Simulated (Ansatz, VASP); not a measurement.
MgO: VASP beside Ansatz

File POSCAR:

```
MgO
1.0
    3.4863778627      0.0000000000      0.0000000000
   -1.7431889314      3.0192917963      0.0000000000
    0.0000000000      0.0000000000      4.1780412200
Mg O
2 2
Direct
    0.6666666667      0.3333333333      0.7500000000
    0.3333333333      0.6666666667      0.2500000000
    0.5706912633      0.2630744618      0.2140980086
    0.3333333333      0.6666666667      0.7500000000
```

The input INCAR.step1:

```
ALGO = Normal
EDIFF = 1E-4
ENCUT = 520
GGA = PE
ISMEAR = 1
LASPH = T
LCHARG = F
LREAL = F
LWAVE = T
NBANDS = 16
NELM = 80
PREC = Accurate
SIGMA = 0.02
```

Contents of INCAR.step2:

```
ALGO = Normal
EDIFF = 1E-6
ENCUT = 520
ISIF = 2
ISMEAR = 1
ISTART = 1
LASPH = T
LCHARG = F
LMIXTAU = T
LREAL = F
LWAVE = F
METAGGA = R2SCAN
NBANDS = 16
NELM = 80
PREC = Accurate
SIGMA = 0.02
```

Contents of KPOINTS:

```
k-points
0
Gamma
  6 6 6
```

Input for Ansatz:

```yaml
crystal:
  lattice:
    - [3.4863778627, 0.0, 0.0]
    - [-1.7431889314, 3.0192917963, 0.0]
    - [0.0, 0.0, 4.17804122]
  atoms:
    - { symbol: Mg, position: [0.6666666667, 0.3333333333, 0.75] }
    - { symbol: Mg, position: [0.3333333333, 0.6666666667, 0.25] }
    - { symbol: O, position: [0.5706912633, 0.2630744618, 0.2140980086] }
    - { symbol: O, position: [0.3333333333, 0.6666666667, 0.75] }
basis:
  ecutwfc: 500
kpoints:
  mp_grid: { grid: [6, 6, 6] }
hamiltonian:
  xc: r2scan
scf:
  occupations: { method: cold, width: 0.02 }
output:
  forces: true
  stress: true
  eigenvalues: true
```

Alike in both runs: task single point; functional r2SCAN; k mesh 6 × 6 × 6; no spin polarisation.

|  | VASP | Ansatz |
| --- | --- | --- |
| version | VASP 6.6.1 | Ansatz 0.2.0 |
| potentials or method | VASP PAW PBE potentials, release 64 (Mg, O), cutoff 520 eV | scalar-relativistic, plane waves, PAW |
| occupations | methfessel-paxton of order 1, width 0.02 eV | cold, width 0.02 eV |
| valence electrons in the cell | 16 | 32 |

|  | VASP | Ansatz | Ansatz less VASP |
| --- | --- | --- | --- |
| gap on the k mesh at the Fermi level (eV) | 3.89 | 3.91 | +0.016 |
| least direct gap on the mesh (eV) | 3.89 | 3.91 | +0.016 |
| pressure (GPa) | 4.0 | 4.6 | +0.64 |
| traceless stress, the component that is largest in VASP (GPa) | 8.47 | 8.22 | -0.245 |
| rms of the force components (eV/Å) | 1.170 | 1.154 | -0.0162 |

VASP's potentials were made for PBE, not for r2SCAN. Atom by atom the forces differ by 0.018 eV/Å (rms over components). VASP's potentials hold 16 valence electrons a cell and Ansatz's 32, so a difference there can come from the potentials and not from the codes.
